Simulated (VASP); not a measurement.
A run of VASP 6.6.1 is set up as follows.

The input INCAR:

```
SYSTEM = Co
  ALGO = Normal
  EDIFF = 1E-6
  ENCUT = 690
  GGA = PS
  GGA_COMPAT = .False.
  ISIF = 2
  ISMEAR = -1
  ISPIN = 2
  LASPH = .True.
  LCHARG = .False.
  LMAXMIX = 4
  LORBIT = 11
  LREAL = .False.
  LWAVE = .False.
  MAGMOM = 1.673
  NBANDS = 18
  NELM = 200
  PREC = Accurate
  SIGMA = 0.05
```

The input KPOINTS:

```
k-points
0
Gamma
  17 17 17
  0 0 0
```

The input POSCAR:

```
Co
1.0
    0.0000000000      1.6873153371      1.6873153371
    1.6873153371      0.0000000000      1.6873153371
    1.6873153371      1.6873153371      0.0000000000
Co
1
Direct
    0.0000000000      0.0000000000      0.0000000000
```

Potentials or basis: VASP PAW PBE potentials, release 64 (Co_sv).

Run with:

```bash
$ cat potpaw_PBE.64/Co_sv/POTCAR > POTCAR
$ mpirun -np 1 vasp_std > vasp.out
```

Problem. What does it give for the net moment?

Solution. 1.50 μB per cell.

Problem. What does it give for the pressure?

Solution. 20.9 GPa.

Problem. What does it give for the site moments?

Solution. Co +1.55 μB.

Caveat: the cell stands under pressure; the PAW data sets were made with another functional, which shifts forces and pressure a little.
